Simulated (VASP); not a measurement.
# CuSi16 (a cell with a defect) in VASP: a series of runs

The runs below take CuSi16 (a cell with a defect) through single point, with LDA.

Everything below comes from runs of VASP 6.6.1. Logs are shortened: lines on timing, memory, paths and dates and some standing lists are left out, and cuts for length are marked.

## Step 1: The cell of the first run

The cell holds a defect, 17 atoms: a = 7.679 Å, b = 7.679 Å, c = 7.679 Å, α = 60.00°, β = 60.00°, γ = 60.00°.

## Step 2: Single point, LDA

Input file INCAR:

```
SYSTEM = CuSi16
PREC = Accurate ; ENCUT = 520
EDIFF = 1E-6 ; ISMEAR = 0
SIGMA = 0.05 ; LREAL = Auto
LASPH = .TRUE. ; NELM = 60
ALGO = Normal ; ISIF = 2
LWAVE = .FALSE. ; LCHARG = .FALSE.
NBANDS = 52 ; NELECT = 74.0
```

Input file KPOINTS:

```
Automatic mesh
0
G
  2 2 2
  0 0 0
```

Input file POSCAR:

```
CuSi16
1.0
    0.0000000000      5.4300000000      5.4300000000
    5.4300000000      0.0000000000      5.4300000000
    5.4300000000      5.4300000000      0.0000000000
Si Cu
16 1
Direct
    0.0237295580     -0.0077868324     -0.0027846225
    0.1248442910      0.1281608656      0.1344726519
   -0.0013435543     -0.0009553407      0.5089779926
    0.1387965930      0.1262759669      0.6147157459
   -0.0054757827      0.5012579190      0.0086899632
    0.1248106814      0.6180756906      0.1347898711
   -0.0014589319      0.4991681400      0.5092661142
    0.1169271639      0.6270636280      0.6350783610
    0.4991766114      0.0014403315      0.0042440147
    0.6524489871      0.1313296501      0.0903535912
    0.5150452118      0.0136720994      0.4628573665
    0.6263180479      0.1312559853      0.6148690608
    0.4991727440      0.5006965009      0.0037941068
    0.6211002762      0.6242999079      0.1354958564
    0.4882531308      0.5034087477      0.5104140884
    0.6261763352      0.6332347145      0.6151264273
    0.4227331492      0.8764416206      0.8306872928
```

Potentials or basis: VASP PAW LDA potentials, release 64 (Si, Cu).

Command:

```sh
> cat potpaw_LDA.64/Si/POTCAR potpaw_LDA.64/Cu/POTCAR > POTCAR
> mpirun -np 1 vasp_std > vasp.out
```

OUTCAR:

```text
SYSTEM = CuSi16
   PREC = Accurate
   ENCUT = 520
   EDIFF = 1E-6
   ISMEAR = 0
   LREAL = Auto
   LASPH = .TRUE.
   NELM = 60
   ISIF = 2
   NELECT = 74.0

 ion  position               nearest neighbor table
   1  0.024  0.992  0.997-  10 2.34   6 2.35   2 2.35   4 2.40  17 2.51
   2  0.125  0.128  0.134-   5 2.34   9 2.35   3 2.35   1 2.35
   3  0.999  0.999  0.509-   8 2.33  12 2.34   4 2.34   2 2.35
   4  0.139  0.126  0.615-   7 2.34   3 2.34  11 2.37   1 2.40  17 2.73
   5  0.995  0.501  0.009-   2 2.34   6 2.34  14 2.34   8 2.34
   6  0.125  0.618  0.135-   5 2.34  13 2.35   7 2.35   1 2.35
   7  0.999  0.499  0.509-   8 2.33  16 2.34   4 2.34   6 2.35
   8  0.117  0.627  0.635-  15 2.33   3 2.33   7 2.33   5 2.34
   9  0.499  0.001  0.004-  10 2.33   2 2.35  14 2.36  17 2.38  12 2.44
  10  0.652  0.131  0.090-   9 2.33  13 2.33   1 2.34  11 2.34
  11  0.515  0.014  0.463-  17 2.32  10 2.34   4 2.37  16 2.39  12 2.39
  12  0.626  0.131  0.615-  15 2.34   3 2.34  11 2.39   9 2.44  17 2.50
  13  0.499  0.501  0.004-  10 2.33   6 2.35  14 2.37  17 2.38  16 2.44
  14  0.621  0.624  0.135-   5 2.34  15 2.35   9 2.36  13 2.37  17 2.76
  15  0.488  0.503  0.510-   8 2.33  12 2.34  16 2.34  14 2.35
  16  0.626  0.633  0.615-   7 2.34  15 2.34  11 2.39  13 2.44  17 2.50
  17  0.423  0.876  0.831-  11 2.32   9 2.38  13 2.38  12 2.50  16 2.50   1 2.51   4 2.73  14 2.76

  LATTYP: Found a face centered cubic cell.
 ALAT       =    10.8600000000

  Lattice vectors:

 A1 = (   0.0000000000,   5.4300000000,   5.4300000000)
 A2 = (   5.4300000000,   0.0000000000,   5.4300000000)
 A3 = (   5.4300000000,   5.4300000000,   0.0000000000)

Analysis of symmetry for initial positions (statically):
=====================================================================
 Subroutine PRICEL returns:
 Original cell was already a primitive cell.

 Routine SETGRP: Setting up the symmetry group for a
 face centered cubic supercell.

 Subroutine GETGRP returns: Found  1 space group operations
 (whereof  1 operations were pure point group operations)
 out of a pool of 48 trial point group operations.

The static configuration has the point symmetry C_1 .

Analysis of symmetry for dynamics (positions and initial velocities):
=====================================================================
 Subroutine PRICEL returns:
 Original cell was already a primitive cell.

 Routine SETGRP: Setting up the symmetry group for a
 face centered cubic supercell.

 Subroutine GETGRP returns: Found  1 space group operations
 (whereof  1 operations were pure point group operations)
 out of a pool of 48 trial point group operations.

The dynamic configuration has the point symmetry C_1 .

 Subroutine INISYM returns: Found  1 space group operations
 (whereof  1 operations are pure point group operations),
 and found     1 'primitive' translations

----------------------------------------------------------------------------------------

                                     Primitive cell

  volume of cell :     320.2060

  direct lattice vectors                    reciprocal lattice vectors
     0.000000000  5.430000000  5.430000000    -0.092081031  0.092081031  0.092081031
     5.430000000  0.000000000  5.430000000     0.092081031 -0.092081031  0.092081031
     5.430000000  5.430000000  0.000000000     0.092081031  0.092081031 -0.092081031

  length of vectors
     7.679179644  7.679179644  7.679179644     0.159489025  0.159489025  0.159489025

  position of ions in fractional coordinates (direct lattice)
     0.023729558  0.992213168  0.997215377
     0.124844291  0.128160866  0.134472652
     0.998656446  0.999044659  0.508977993
     0.138796593  0.126275967  0.614715746
     0.994524217  0.501257919  0.008689963
     0.124810681  0.618075691  0.134789871
[... 9 lines left out ...]
     0.626176335  0.633234714  0.615126427
     0.422733149  0.876441621  0.830687293

  ion indices of the primitive-cell ions
   primitive index   ion index
                 1           1
                 2           2
                 3           3
                 4           4
                 5           5
                 6           6
[... 9 lines left out ...]
                16          16
                17          17

----------------------------------------------------------------------------------------

 KPOINTS: Automatic mesh

Automatic generation of k-mesh.
 Grid dimensions read from file:
 generate k-points for:    2    2    2

 Generating k-lattice:

  Cartesian coordinates                     Fractional coordinates (reciprocal lattice)
    -0.046040516  0.046040516  0.046040516     0.500000000  0.000000000  0.000000000
     0.046040516 -0.046040516  0.046040516     0.000000000  0.500000000  0.000000000
     0.046040516  0.046040516 -0.046040516     0.000000000  0.000000000  0.500000000

  Length of vectors
     0.079744512  0.079744512  0.079744512

  Shift w.r.t. Gamma in fractional coordinates (k-lattice)
     0.000000000  0.000000000  0.000000000

 Subroutine IBZKPT returns following result:
 ===========================================

 Found      8 irreducible k-points:

 Following reciprocal coordinates:
            Coordinates               Weight
  0.000000  0.000000  0.000000      1.000000
  0.500000  0.000000  0.000000      1.000000
  0.000000  0.500000  0.000000      1.000000
  0.000000  0.000000  0.500000      1.000000
  0.500000  0.500000  0.500000      1.000000
  0.500000  0.500000  0.000000      1.000000
  0.000000  0.500000  0.500000      1.000000
  0.500000  0.000000  0.500000      1.000000
   k-points           NKPTS =      8   k-points in BZ     NKDIM =      8   number of bands    NBANDS=     52
   number of dos      NEDOS =    301   number of ions     NIONS =     17
   total plane-waves  NPLWV = 216000
   dimension x,y,z NGX =    60 NGY =   60 NGZ =   60
   dimension x,y,z NGXF=   120 NGYF=  120 NGZF=  120
   ions per type =              16   1
   NGX,Y,Z   is equivalent  to a cutoff of  12.99, 12.99, 12.99 a.u.
   NGXF,Y,Z  is equivalent  to a cutoff of  25.98, 25.98, 25.98 a.u.
 SYSTEM =  CuSi16
   PREC   = accura    normal or accurate (medium, high low for compatibility)
   ISTART =      0    job   : 0-new  1-cont  2-samecut
   ICHARG =      2    charge: 1-file 2-atom 10-const
   ISPIN  =      1    spin polarized calculation?
   LNONCOLLINEAR =      F non collinear calculations
   LSORBIT =      F    spin-orbit coupling
   LASPH  =      T    aspherical Exc in radial PAW
   ENCUT  =  520.0 eV  38.22 Ry    6.18 a.u.  14.28 14.28 14.28*2*pi/ulx,y,z
   NELM   =     60;   NELMIN=  2; NELMDL= -5     # of ELM steps
   EDIFF  = 0.1E-05   stopping-criterion for ELM
   LREAL  =      T    real-space projection
   EDIFFG = 0.1E-04   stopping-criterion for IOM
   NSW    =      0    number of steps for IOM
   IBRION =     -1    ionic relax: 0-MD 1-quasi-New 2-CG
   NFREE  =      0    steps in history (QN), initial steepest desc. (CG)
   ISIF   =      2    stress and relaxation
   ISYM   =      2    0-nonsym 1-usesym 2-fastsym
   POTIM  = 0.5000    time-step for ionic-motion
   TEBEG  =    0.0;   TEEND  =   0.0 temperature during run
   PSTRESS=    0.0 pullay stress
   NELECT =      74.0000    total number of electrons
   NUPDOWN=      -1.0000    fix difference up-down
   EMIN   =  10.00;   EMAX   =-10.00  energy-range for DOS
   EFERMI =   0.00;   METHOD = LEGACY
   ISMEAR =     0;   SIGMA  =   0.05  broadening in eV -4-tet -1-fermi 0-gaus
   EFERMI_NEDOS =   21; number of points for ismear=-14 and -15
   IALGO  =     38    algorithm
   IMIX   =      4    mixing-type and parameters
     AMIX     =   0.40;   BMIX     =  1.00
     AMIX_MAG =   1.60;   BMIX_MAG =  1.00
  volume/ion in A,a.u.               =      18.84       127.11
  Fermi-wavevector in a.u.,A,eV,Ry     =   1.004636  1.898488 13.732283  1.009294
  Thomas-Fermi vector in A             =   2.137265
   LORBIT       =      0    0 simple, 1 ext, 2 COOP (PROOUT), +10 PAW based schemes
   GGA     = CA    functional components
   LHFCALC =     F    Hartree Fock is set to
   AEXX    =    0.0000 exact exchange contribution
   IVDW    =     0    specifies the selected vdW correction
   LEPSILON=     F    determine dielectric tensor
   LRPA    =     F    only Hartree local field effects (RPA)
 non-spin polarized calculation
 Gauss-broadening in eV      SIGMA  =   0.05
  energy-cutoff  :      520.00
  volume of cell :      320.21
 maximum number of plane-waves:      8646
 NGX is ok and might be reduce to    60
   NGX = 29   NGY = 29   NGZ = 29

 number of electron      73.9999999 magnetization

 Free energy of the ion-electron system (eV)
  ---------------------------------------------------
  ext. energy  EPLUGINS =         0.00000000
  ---------------------------------------------------
  free energy    TOTEN  =      -103.86588549 eV

  energy without entropy =     -103.86588167  energy(sigma->0) =     -103.86588358

 E-fermi :   6.3206     XC(G=0):  -9.8154

 val. band max:        6.1834561552   @ k =   0.0000   0.0000   0.0000
 cond. band min:       6.4577223862   @ k =   0.0000   0.0000   0.0000
 fundamental gap:      0.2742662310
 Fermi energy:         6.3205901233

 k-point     1 :       0.0000    0.0000    0.0000
  band No.  band energies     occupation
      1      -5.9600      2.00000
      2      -3.6089      2.00000
      3      -3.5559      2.00000
      4      -3.5382      2.00000
      5      -3.5198      2.00000
      6      -2.1015      2.00000
[... 41 lines left out ...]
     48       8.3430      0.00000
     49       8.5818      0.00000

 k-point     2 :       0.5000    0.0000    0.0000
  band No.  band energies     occupation
      1      -5.3152      2.00000
      2      -4.9713      2.00000
      3      -3.3552      2.00000
      4      -3.3031      2.00000
      5      -3.2477      2.00000
      6      -3.0902      2.00000
[... 41 lines left out ...]
     48       9.6982      0.00000
     49       9.7677      0.00000

 k-point     3 :       0.0000    0.5000    0.0000
  band No.  band energies     occupation
      1      -5.2899      2.00000
      2      -4.9995      2.00000
      3      -3.3670      2.00000
      4      -3.3286      2.00000
      5      -3.2244      2.00000
      6      -3.0823      2.00000
[... 41 lines left out ...]
     48       9.6911      0.00000
     49       9.8479      0.00000

 k-point     4 :       0.0000    0.0000    0.5000
  band No.  band energies     occupation
      1      -5.2600      2.00000
      2      -5.0413      2.00000
      3      -3.3922      2.00000
      4      -3.2664      2.00000
      5      -3.2295      2.00000
      6      -3.0769      2.00000
[... 41 lines left out ...]
     48       9.6392      0.00000
     49       9.7325      0.00000

 k-point     5 :       0.5000    0.5000    0.5000
  band No.  band energies     occupation
      1      -5.2903      2.00000
      2      -4.9993      2.00000
      3      -3.3646      2.00000
      4      -3.3296      2.00000
      5      -3.2260      2.00000
      6      -3.0821      2.00000
[... 41 lines left out ...]
     48       9.6886      0.00000
     49       9.8496      0.00000

 k-point     6 :       0.5000    0.5000    0.0000
  band No.  band energies     occupation
      1      -5.0176      2.00000
      2      -4.7672      2.00000
      3      -3.9350      2.00000
      4      -3.8450      2.00000
      5      -3.8067      2.00000
      6      -3.7819      2.00000
[... 41 lines left out ...]
     48      10.3430      0.00000
     49      10.3736      0.00000

 k-point     7 :       0.0000    0.5000    0.5000
  band No.  band energies     occupation
      1      -5.0167      2.00000
      2      -4.7684      2.00000
      3      -3.9361      2.00000
      4      -3.8449      2.00000
      5      -3.8062      2.00000
      6      -3.7810      2.00000
[... 41 lines left out ...]
     48      10.3442      0.00000
     49      10.3764      0.00000

 k-point     8 :       0.5000    0.0000    0.5000
  band No.  band energies     occupation
      1      -5.0096      2.00000
      2      -4.7781      2.00000
      3      -3.9385      2.00000
      4      -3.8344      2.00000
      5      -3.8170      2.00000
      6      -3.7737      2.00000
[... 41 lines left out ...]
     48      10.3541      0.00000
     49      10.3834      0.00000
 [bands above 49 left out]

------------------------ aborting loop because EDIFF is reached ----------------------------------------

  FORCE on cell =-STRESS in cart. coord.  units (eV):
  Direction    XX          YY          ZZ          XY          YZ          ZX
  --------------------------------------------------------------------------------------
  -------------------------------------------------------------------------------------
  Total       -9.7041533    -10.2513458     -9.6839205      0.2927081     -0.3418599      0.0897862
  in kB      -48.5555355    -51.2934584    -48.4542989      1.4645895     -1.7105244      0.4492527
  external PRESSURE =     -49.4344309 kB  Pullay stress =       0.0000000 kB

 VOLUME and BASIS-vectors are now :
 -----------------------------------------------------------------------------
  energy-cutoff  :      520.00
  volume of cell :      320.21
      direct lattice vectors                 reciprocal lattice vectors
     0.000000000  5.430000000  5.430000000    -0.092081031  0.092081031  0.092081031
     5.430000000  0.000000000  5.430000000     0.092081031 -0.092081031  0.092081031
     5.430000000  5.430000000  0.000000000     0.092081031  0.092081031 -0.092081031

 POSITION                                       TOTAL-FORCE (eV/Angst)
 -----------------------------------------------------------------------------------
     10.80260      5.54373      5.51657         0.014398      0.000870      0.000161
      1.42610      1.40809      1.37382        -0.001187     -0.010072      0.013759
      8.18856      8.18645     10.84752         0.012541      0.003595      0.006851
      4.02359      4.09157      1.43934        -0.011850      0.004202     -0.006790
      2.76902      5.44745      8.12210         0.012396      0.013633     -0.008003
      4.08806      1.40963      4.03387        -0.020941     -0.014795     -0.003528
[... 9 lines left out ...]
      6.77860      6.74027      6.83860         0.007573     -0.000345     -0.014106
      9.26971      6.80607      7.05452        -0.007783      0.020962      0.000690
 -----------------------------------------------------------------------------------
    total drift:                               -0.009726      0.003978     -0.006409

  FREE ENERGIE OF THE ION-ELECTRON SYSTEM (eV)
  ---------------------------------------------------
  free  energy   TOTEN  =      -103.8658854889 eV

  energy  without entropy=     -103.8658816735  energy(sigma->0) =     -103.86588358
```

Run time: 3.6 min. Hardware: 1 thread of Intel Xeon Platinum 8488C (Sapphire Rapids), shared host; peak memory 0.4 GiB.

Results:

```yaml
Free_energy: -103.8659 eV
Largest_force: 0.037 eV/Å
```

Forces on the atoms (eV/Å):
```
Si   0.014  0.001  0.000
Si  -0.001 -0.010  0.014
Si   0.013  0.004  0.007
Si  -0.012  0.004 -0.007
Si   0.012  0.014 -0.008
Si  -0.021 -0.015 -0.004
Si  -0.002  0.002 -0.003
Si   0.000 -0.004 -0.011
Si   0.011 -0.014  0.027
Si   0.000  0.002  0.003
Si  -0.003 -0.029  0.023
Si   0.005  0.010 -0.035
Si  -0.007 -0.003 -0.015
Si  -0.012  0.005  0.009
Si   0.002  0.013  0.013
Si   0.008  0.000 -0.014
Cu  -0.008  0.021  0.001
```

Caveat: the k points lie up to 0.50 Å⁻¹ apart; the cell carries a net charge on a neutralising background, which shifts energy and pressure; the cell is charged against a uniform background, so pressure and absolute levels hang on convention.

(Part 1 of 2 ends here.)
